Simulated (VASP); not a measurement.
# MoS2 (lda) (P6_3/mmc) in VASP: single point with LDA

Aim: the single point of MoS2 (lda) with LDA.

Everything below comes from runs of VASP 6.6.1. Logs are shortened: lines on timing, memory, paths and dates and some standing lists are left out, and cuts for length are marked.

## 1. The cell of the first run

It takes space group P6_3/mmc (No. 194, hexagonal). Conventional cell: a = 3.169 Å, b = 3.169 Å, c = 12.324 Å, α = 90.00°, β = 90.00°, γ = 120.00°. Within 3.2 Å of Mo (site symmetry -6m2) lie 6 S at 2.41 Å and 6 Mo at 3.17 Å. Within 3.2 Å of S (site symmetry 3m) lie 3 Mo at 2.41 Å and 7 S at 3.13 to 3.17 Å.

## 2. Single point, LDA

The input, INCAR:

```
SYSTEM = MoS2
PREC     = Accurate       ! precision mode
ENCUT    = 520            ! plane-wave cutoff, eV
EDIFF    = 1E-6           ! SCF threshold, eV
ISMEAR   = 0              ! smearing method
SIGMA    = 0.1            ! smearing width, eV
LREAL    = .False.        ! projectors in reciprocal space
LASPH    = .True.         ! aspherical terms in the spheres
NELM     = 60             ! most SCF steps
ALGO     = Normal         ! electronic algorithm
ISIF     = 2              ! what is computed and relaxed
LWAVE    = .False.        ! write WAVECAR
LCHARG   = .False.        ! write CHGCAR
GGA      = CA             ! functional
NBANDS   = 35             ! bands
```

The input, KPOINTS:

```
Automatic mesh
0
Gamma
  6 6 2
  0 0 0
```

The input, POSCAR:

```
MoS2
1.0
    3.1690000000      0.0000000000      0.0000000000
   -1.5845000000      2.7444345046      0.0000000000
    0.0000000000      0.0000000000     12.3240000000
Mo S
2 4
Direct
    0.3333333333      0.6666666667      0.2500000000
    0.6666666667      0.3333333333      0.7500000000
    0.3333333333      0.6666666667      0.6230000000
    0.6666666667      0.3333333333      0.1230000000
    0.3333333333      0.6666666667      0.8770000000
    0.6666666667      0.3333333333      0.3770000000
```

Potentials or basis: VASP PAW LDA potentials, release 64 (Mo_sv, S).

Run with:

```
$ cat potpaw_LDA.64/Mo_sv/POTCAR potpaw_LDA.64/S/POTCAR > POTCAR
$ mpirun -np 1 vasp_std > vasp.out
```

OUTCAR:

```text
SYSTEM = MoS2
   PREC = Accurate
   ENCUT = 520
   EDIFF = 1E-6
   ISMEAR = 0
   LREAL = .False.
   LASPH = .True.
   NELM = 60
   ISIF = 2
   GGA = CA

 ion  position               nearest neighbor table
   1  0.333  0.667  0.250-   4 2.41   6 2.41   4 2.41   6 2.41   4 2.41   6 2.41
   2  0.667  0.333  0.750-   3 2.41   5 2.41   3 2.41   5 2.41   3 2.41   5 2.41
   3  0.333  0.667  0.623-   2 2.41   2 2.41   2 2.41
   4  0.667  0.333  0.123-   1 2.41   1 2.41   1 2.41
   5  0.333  0.667  0.877-   2 2.41   2 2.41   2 2.41
   6  0.667  0.333  0.377-   1 2.41   1 2.41   1 2.41

  LATTYP: Found a hexagonal cell.
 ALAT       =     3.1690000000
 C/A-ratio  =     3.8889239508

  Lattice vectors:

 A1 = (   3.1690000000,   0.0000000000,   0.0000000000)
 A2 = (  -1.5845000000,   2.7444345046,   0.0000000000)
 A3 = (   0.0000000000,   0.0000000000,  12.3240000000)

Analysis of symmetry for initial positions (statically):
=====================================================================
 Subroutine PRICEL returns:
 Original cell was already a primitive cell.

 Routine SETGRP: Setting up the symmetry group for a
 hexagonal supercell.

 Subroutine GETGRP returns: Found 24 space group operations
 (whereof 12 operations were pure point group operations)
 out of a pool of 24 trial point group operations.

The static configuration has the point symmetry D_3d.
 The point group associated with its full space group is D_6h.

Analysis of symmetry for dynamics (positions and initial velocities):
=====================================================================
 Subroutine PRICEL returns:
 Original cell was already a primitive cell.

 Routine SETGRP: Setting up the symmetry group for a
 hexagonal supercell.

 Subroutine GETGRP returns: Found 24 space group operations
 (whereof 12 operations were pure point group operations)
 out of a pool of 24 trial point group operations.

The dynamic configuration has the point symmetry D_3d.
 The point group associated with its full space group is D_6h.

 Subroutine INISYM returns: Found 24 space group operations
 (whereof 12 operations are pure point group operations),
 and found     1 'primitive' translations

----------------------------------------------------------------------------------------

                                     Primitive cell

  volume of cell :     107.1832

  direct lattice vectors                    reciprocal lattice vectors
[... 86 lines left out ...]
   EDIFFG = 0.1E-04   stopping-criterion for IOM
   NSW    =      0    number of steps for IOM
   IBRION =     -1    ionic relax: 0-MD 1-quasi-New 2-CG
   NFREE  =      0    steps in history (QN), initial steepest desc. (CG)
   ISIF   =      2    stress and relaxation
   ISYM   =      2    0-nonsym 1-usesym 2-fastsym
   POTIM  = 0.5000    time-step for ionic-motion
   TEBEG  =    0.0;   TEEND  =   0.0 temperature during run
   PSTRESS=    0.0 pullay stress
   NELECT =      52.0000    total number of electrons
   NUPDOWN=      -1.0000    fix difference up-down
   EMIN   =  10.00;   EMAX   =-10.00  energy-range for DOS
   EFERMI =   0.00;   METHOD = LEGACY
   ISMEAR =     0;   SIGMA  =   0.10  broadening in eV -4-tet -1-fermi 0-gaus
   EFERMI_NEDOS =   21; number of points for ismear=-14 and -15
   IALGO  =     38    algorithm
   IMIX   =      4    mixing-type and parameters
     AMIX     =   0.40;   BMIX     =  1.00
     AMIX_MAG =   1.60;   BMIX_MAG =  1.00
  volume/ion in A,a.u.               =      17.86       120.55
  Fermi-wavevector in a.u.,A,eV,Ry     =   1.286373  2.430893 22.514325  1.654756
  Thomas-Fermi vector in A             =   2.418452
   LORBIT       =      0    0 simple, 1 ext, 2 COOP (PROOUT), +10 PAW based schemes
   GGA     = CA    functional components
   LHFCALC =     F    Hartree Fock is set to
   AEXX    =    0.0000 exact exchange contribution
   IVDW    =     0    specifies the selected vdW correction
   LEPSILON=     F    determine dielectric tensor
   LRPA    =     F    only Hartree local field effects (RPA)
 non-spin polarized calculation
 Gauss-broadening in eV      SIGMA  =   0.10
  energy-cutoff  :      520.00
  volume of cell :      107.18
 maximum number of plane-waves:      2908
 NGX is ok and might be reduce to    24
   NGX = 11   NGY = 11   NGZ = 45

 number of electron      51.9999996 magnetization

 Free energy of the ion-electron system (eV)
  ---------------------------------------------------
  ext. energy  EPLUGINS =         0.00000000
  ---------------------------------------------------
  free energy    TOTEN  =       -48.88704317 eV

  energy without entropy =      -48.88704317  energy(sigma->0) =      -48.88704317

 E-fermi :   7.7525     XC(G=0): -11.1178

 val. band max:        7.3542460073   @ k =   0.0000   0.0000   0.0000
 cond. band min:       8.1762651236   @ k =   0.1667   0.1667   0.0000
 fundamental gap:      0.8220191163
 Fermi energy:         7.7524555976

 k-point     1 :       0.0000    0.0000    0.0000
  band No.  band energies     occupation
      1     -53.8102      2.00000
      2     -53.8102      2.00000
      3     -28.1642      2.00000
      4     -28.1641      2.00000
      5     -27.9248      2.00000
      6     -27.9248      2.00000
[... 521 lines left out ...]
     34      11.4787      0.00000
     35      13.9475      0.00000

------------------------ aborting loop because EDIFF is reached ----------------------------------------

  FORCE on cell =-STRESS in cart. coord.  units (eV):
  Direction    XX          YY          ZZ          XY          YZ          ZX
  --------------------------------------------------------------------------------------
  -------------------------------------------------------------------------------------
  Total       -3.8275913     -3.8275913     -3.5409940      0.0000000     -0.0000000      0.0000000
  in kB      -57.2149262    -57.2149262    -52.9308626      0.0000000     -0.0000000      0.0000000
  external PRESSURE =     -55.7869050 kB  Pullay stress =       0.0000000 kB

 VOLUME and BASIS-vectors are now :
 -----------------------------------------------------------------------------
  energy-cutoff  :      520.00
  volume of cell :      107.18
      direct lattice vectors                 reciprocal lattice vectors
     3.169000000  0.000000000  0.000000000     0.315556958  0.182186895  0.000000000
    -1.584500000  2.744434505  0.000000000     0.000000000  0.364373789  0.000000000
     0.000000000  0.000000000 12.324000000     0.000000000  0.000000000  0.081142486

 POSITION                                       TOTAL-FORCE (eV/Angst)
 -----------------------------------------------------------------------------------
     -0.00000      1.82962      3.08100         0.000000      0.000000      0.000000
      1.58450      0.91481      9.24300        -0.000000     -0.000000      0.000000
     -0.00000      1.82962      7.67785         0.000000     -0.000000      0.459794
      1.58450      0.91481      1.51585        -0.000000      0.000000      0.459794
     -0.00000      1.82962     10.80815         0.000000     -0.000000     -0.459794
      1.58450      0.91481      4.64615        -0.000000      0.000000     -0.459794
 -----------------------------------------------------------------------------------
    total drift:                               -0.000000      0.000000     -0.000000

  FREE ENERGIE OF THE ION-ELECTRON SYSTEM (eV)
  ---------------------------------------------------
  free  energy   TOTEN  =       -48.8870431666 eV

  energy  without entropy=      -48.8870431664  energy(sigma->0) =      -48.88704317
```

OSZICAR:

```text
N       E                     dE             d eps       ncg     rms          rms(c)
DAV:   1     0.453676148684E+03    0.45368E+03   -0.28985E+04  1084   0.141E+03
DAV:   2    -0.266478752136E+02   -0.48032E+03   -0.46308E+03  1164   0.377E+02
DAV:   3    -0.514093009940E+02   -0.24761E+02   -0.24343E+02  1181   0.773E+01
DAV:   4    -0.518899452071E+02   -0.48064E+00   -0.47967E+00  1168   0.109E+01
DAV:   5    -0.518985681737E+02   -0.86230E-02   -0.86220E-02  1169   0.147E+00    0.345E+01
DAV:   6    -0.497026443399E+02    0.21959E+01   -0.12091E+01  1096   0.236E+01    0.117E+01
DAV:   7    -0.492351496553E+02    0.46749E+00   -0.51091E+00  1096   0.156E+01    0.863E+00
DAV:   8    -0.488901582941E+02    0.34499E+00   -0.77103E-01  1105   0.637E+00    0.240E+00
DAV:   9    -0.488925621529E+02   -0.24039E-02   -0.69092E-02  1080   0.127E+00    0.938E-01
DAV:  10    -0.488872797074E+02    0.52824E-02   -0.22221E-02  1054   0.107E+00    0.345E-01
DAV:  11    -0.488871959305E+02    0.83777E-04   -0.13567E-03  1095   0.210E-01    0.153E-01
DAV:  12    -0.488870787743E+02    0.11716E-03   -0.18877E-04  1086   0.752E-02    0.121E-01
DAV:  13    -0.488870427893E+02    0.35985E-04   -0.17394E-04  1104   0.725E-02    0.113E-02
DAV:  14    -0.488870431666E+02   -0.37725E-06   -0.91389E-06   930   0.170E-02
   1 F= -.48887043E+02 E0= -.48887043E+02  d E =-.176149E-09
```

stdout:

```text
POSCAR found type information on POSCAR MoS
 POSCAR found :  2 types and       6 ions
 scaLAPACK will be used
 LDA part: xc-table for (Slater(with rela. corr.)+CA(PZ))
 , standard interpolation
 POSCAR, INCAR and KPOINTS ok, starting setup
 FFT: planning ... GRIDC
 FFT: planning ... GRID_SOFT
 FFT: planning ... GRID
 WAVECAR not read
 entering main loop
```

It took 30 s on 1 thread of AMD EPYC 9R45 (Zen 5), shared host; peak memory 0.17 GiB.

What came out:

```
Free energy            : -48.8870 eV
Pressure               : -5.6 GPa
Largest force          : 0.460 eV/Å
Band gap on the k mesh : 0.82 eV, indirect (least direct gap 1.65 eV)
```

Forces in eV/Å, atoms in the order of the input:
```
Mo   0.000  0.000  0.000
Mo   0.000  0.000  0.000
S    0.000  0.000  0.460
S    0.000  0.000  0.460
S    0.000  0.000 -0.460
S    0.000  0.000 -0.460
```

Levels at points of the mesh, in eV from the valence-band top:
| k point | band 23 | band 24 | band 25 | band 26 | band 27 | band 28 | band 29 | band 30 |
| --- | --- | --- | --- | --- | --- | --- | --- | --- |
| (0.00, 0.00, 0.00) | -2.13 | -1.20 | -1.16 | 0.00 | 2.09 | 2.09 | 2.12 | 2.12 |
| (0.50, 0.00, 0.00) | -1.71 | -1.51 | -1.41 | -1.29 | 1.58 | 1.63 | 1.96 | 2.24 |
| (0.00, 0.00, 0.50) | -2.16 | -2.16 | -0.27 | -0.27 | 2.09 | 2.09 | 2.09 | 2.09 |
| (0.50, 0.00, 0.50) | -1.61 | -1.61 | -1.34 | -1.34 | 1.60 | 1.60 | 2.12 | 2.12 |
